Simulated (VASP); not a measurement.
A run of VASP 6.6.1 is set up as follows.

INCAR

```
SYSTEM = Pb
  ALGO = Fast
  EDIFF = 1E-6
  ENCUT = 520
  GGA = PS
  ISIF = 2
  ISMEAR = 0
  LASPH = .True.
  LCHARG = .False.
  LREAL = .False.
  LWAVE = .False.
  NBANDS = 36
  NELM = 80
  PREC = Accurate
  SIGMA = 0.1
```

File KPOINTS:

```
k-points
0
Gamma
  18 18 6
  0 0 0
```

POSCAR

```
Pb
1.0
    3.4869201231      0.0000000000      0.0000000000
   -1.7434600615      3.0197614076      0.0000000000
    0.0000000000      0.0000000000     11.3884619882
Pb
4
Direct
    0.0000000000      0.0000000000      0.0000000000
    0.3333333333      0.6666666667      0.2500000000
    0.0000000000      0.0000000000      0.5000000000
    0.6666666667      0.3333333333      0.7500000000
```

Potentials or basis: VASP PAW PBE potentials, release 64 (Pb_d).

Command:

```console
$ cat potpaw_PBE.64/Pb_d/POTCAR > POTCAR
$ mpirun -np 1 vasp_std > vasp.out
```

Q: Estimate the band gap on the k mesh.

A: Zero (band 28 reaches 12.96 eV, above the bottom of band 29 at 5.10 eV).

Q: What does it give for the pressure?

A: -0.4 GPa.

Stress tensor (GPa, compression positive):
```
-0.61  0.00  0.00
 0.00 -0.61  0.00
 0.00  0.00  0.17
```

Caveat: the PAW data sets were made with another functional, which shifts forces and pressure a little; spin-orbit coupling is left out, which moves the levels of the heavy elements.
